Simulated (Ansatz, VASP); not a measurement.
## Two plane-wave programs on BaO

INCAR

```
PREC = Accurate ; ENCUT = 1340
EDIFF = 1E-6 ; ISMEAR = 0
SIGMA = 0.01 ; LREAL = F
LASPH = T ; NELM = 120
ALGO = Normal ; ISIF = 2
LWAVE = F ; LCHARG = F
GGA = PE ; NBANDS = 15
GGA_COMPAT = F
```

KPOINTS

```
regular mesh
0
Gamma
  6 6 6
```

POSCAR

```
BaO
1.0
    0.0000000000      2.8558717560      2.8558717560
    2.8558717560      0.0000000000      2.8558717560
    2.8558717560      2.8558717560      0.0000000000
Ba O
1 1
Direct
    0.0000000000      0.0000000000      0.0000000000
    0.5000000000      0.5000000000      0.5000000000
```

Input for Ansatz:

```yaml
crystal:
  lattice:
    - [0.0, 2.8558717560181073, 2.8558717560181073]
    - [2.8558717560181073, 0.0, 2.8558717560181073]
    - [2.8558717560181073, 2.8558717560181073, 0.0]
  atoms:
    - { symbol: Ba, position: [0.0, 0.0, 0.0] }
    - { symbol: O, position: [0.5, 0.5, 0.5] }
basis:
  ecutwfc: 550.0
kpoints:
  mp_grid:
    grid: [6, 6, 6]
hamiltonian:
  xc: pbe
scf:
  occupations:
    method: fixed
output:
  stress: true
```

Alike in both runs: task single point; functional PBE; k mesh 6 × 6 × 6; no spin polarisation.

```csv
,VASP,Ansatz
version,VASP 6.6.1,Ansatz 0.2.0
potentials or method,"VASP PAW PBE potentials, release 64 (Ba_sv, O_h), cutoff 1340 eV","plane waves, PAW"
occupations,"gaussian, width 0.01 eV",fixed
valence electrons in the cell,16,16
```

VASP gave:

* pressure (GPa): -3.2

Question: Which values does Ansatz return?

Answer: Pressure (GPa): -4.3.

Spin-orbit coupling is off throughout.
